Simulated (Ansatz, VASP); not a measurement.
# One calculation of CuO, two programs

INCAR

```
PREC = Accurate
ENCUT = 520
EDIFF = 1E-6
ISMEAR = -1
SIGMA = 0.05
LREAL = F
LASPH = T
NELM = 60
ALGO = Normal
ISIF = 2
LWAVE = F
LCHARG = F
GGA = PE
NBANDS = 25
```

The input KPOINTS:

```
regular mesh
0
Gamma
  10 10 5
```

File POSCAR:

```
CuO
1.0
    2.3129614193     -1.6902429297      0.0000000000
    2.3129614193      1.6902429297      0.0000000000
   -0.8489194314      0.0000000000      4.9910602940
Cu O
2 2
Direct
    0.0032000000      0.4968000000      0.0000000000
    0.4968000000      0.0032000000      0.5000000000
    0.5714000000      0.4056000000      0.2537000000
    0.4056000000      0.5714000000      0.7537000000
```

Contents of input.yaml:

```yaml
crystal:
  lattice:
    - [2.3129614193, -1.6902429297, 0.0]
    - [2.3129614193, 1.6902429297, 0.0]
    - [-0.8489194314, 0.0, 4.991060294]
  atoms:
    - { symbol: Cu, position: [0.0032, 0.4968, 0.0] }
    - { symbol: Cu, position: [0.4968, 0.0032, 0.5] }
    - { symbol: O, position: [0.5714, 0.4056, 0.2537] }
    - { symbol: O, position: [0.4056, 0.5714, 0.7537] }
hamiltonian:
  xc: pbe
  pseudopotentials: { kind: paw, azcp: { folder: soft_1 } }
kpoints:
  mp_grid: { grid: [10, 10, 5] }
scf:
  occupations: { method: fermi_dirac, width: 0.05 }
output:
  forces: true
  stress: true
  eigenvalues: true
```

Alike in both runs: task single point; functional PBE; k mesh 10 × 10 × 5; occupations fermi-dirac, width 0.05 eV; no spin polarisation.

```csv
,VASP,Ansatz
version,VASP 6.6.1,Ansatz 0.2.0
potentials or method,"VASP PAW PBE potentials, release 64 (Cu, O)",Ansatz PAW soft_1
plane-wave cutoff (eV),520,420
valence electrons in the cell,34,50
```

VASP gave:

| Quantity | Value |
| --- | --- |
| gap on the k mesh at the Fermi level (eV) | none |
| pressure (GPa) | 14.9 |
| traceless stress, the component that is largest in VASP (GPa) | -3.06 |
| rms of the force components (eV/Å) | 0.504 |

Question: What did Ansatz give for the same quantities?

Answer: gap on the k mesh at the Fermi level (eV): none; pressure (GPa): 14.2; traceless stress, the component that is largest in VASP (GPa): -2.96; rms of the force components (eV/Å): 0.490.

Atom by atom the forces differ by 0.024 eV/Å (rms over components). A gap of «none» marks a metal or a gap that the smearing closes. With one functional, cell and mesh, what is left measures potentials, basis and numerics. VASP's potentials hold 34 valence electrons a cell and Ansatz's 50, so a difference there can come from the potentials and not from the codes.
